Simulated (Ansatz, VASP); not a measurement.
**EuZrF4 in VASP and in Ansatz**

Contents of INCAR:

```
PREC = Accurate ; ENCUT = 520
EDIFF = 1E-6 ; ISMEAR = 0
SIGMA = 0.1 ; LREAL = False
LASPH = True ; NELM = 150
ALGO = Normal ; ISIF = 2
LWAVE = False ; LCHARG = False
ISPIN = 2 ; MAGMOM = 7 0 0 0 0 0
LORBIT = 11 ; LMAXMIX = 6
GGA = PE ; NBANDS = 42
```

KPOINTS

```
regular mesh
0
Gamma
  4 4 4
```

Contents of POSCAR:

```
EuZrF4
1.0
    3.7722206000      0.0000000000      0.0000000000
    0.0000000000      3.7722206000      0.0000000000
    0.0000000000      0.0000000000      5.3346826500
Eu Zr F
1 1 4
Direct
    0.0000000000      0.0000000000      0.0000000000
    0.5000000000      0.5000000000      0.5000000000
    0.5000000000      0.0000000000      0.7265759700
    0.0000000000      0.5000000000      0.2734240300
    0.5000000000      0.0000000000      0.2734240300
    0.0000000000      0.5000000000      0.7265759700
```

Input for Ansatz:

```yaml
crystal:
  lattice:
    - [3.7722206, 0.0, 0.0]
    - [0.0, 3.7722206, 0.0]
    - [0.0, 0.0, 5.33468265]
  atoms:
    - { symbol: Eu, position: [0.0, 0.0, 0.0], spin: 7.0 }
    - { symbol: Zr, position: [0.5, 0.5, 0.5] }
    - { symbol: F, position: [0.5, 0.0, 0.72657597] }
    - { symbol: F, position: [0.0, 0.5, 0.27342403] }
    - { symbol: F, position: [0.5, 0.0, 0.27342403] }
    - { symbol: F, position: [0.0, 0.5, 0.72657597] }
basis:
  ecutwfc: 420
kpoints:
  mp_grid: { grid: [4, 4, 4] }
hamiltonian:
  xc: pbe
scf:
  occupations: { method: gaussian, width: 0.1 }
  lower_state_search: "off"
output:
  forces: true
  stress: true
  eigenvalues: true
  populations: true
magnetization:
  spin_polarized: true
```

Change from the starting cell: species swapped into the NbVH4 type (P4/mmm, No. 123).

Alike in both runs: task single point; functional PBE; k mesh 4 × 4 × 4; occupations gaussian, width 0.1 eV; collinear spin.

|  | VASP | Ansatz |
| --- | --- | --- |
| version | VASP 6.6.1 | Ansatz 0.2.0 |
| potentials or method | VASP PAW PBE potentials, release 64 (Eu, Zr_sv, F), cutoff 520 eV | scalar-relativistic, plane waves, PAW |
| valence electrons in the cell | 57 | 57 |

VASP gave:

```
gap on the k mesh at the Fermi level (eV)                     : none
pressure (GPa)                                                : 21.8
traceless stress, the component that is largest in VASP (GPa) : -0.50
rms of the force components (eV/Å)                            : 0.005
net moment per atom (μB)                                      : 0.87
size of the moment on the site where the two differ most (μB) : 1.18
```

Which values does Ansatz return?

gap on the k mesh at the Fermi level (eV): none; pressure (GPa): 22.0; traceless stress, the component that is largest in VASP (GPa): -0.54; rms of the force components (eV/Å): 0.001; net moment per atom (μB): 0.86; size of the moment on the site where the two differ most (μB): 0.75.

Site moments also hang on the region over which each program counts them. Atom by atom the forces differ by 0.004 eV/Å (rms over components). A gap of «none» marks a metal or a gap that the smearing closes.

The k mesh is coarse, so the values compare programs but aren't converged. Neither program's run includes spin-orbit coupling.
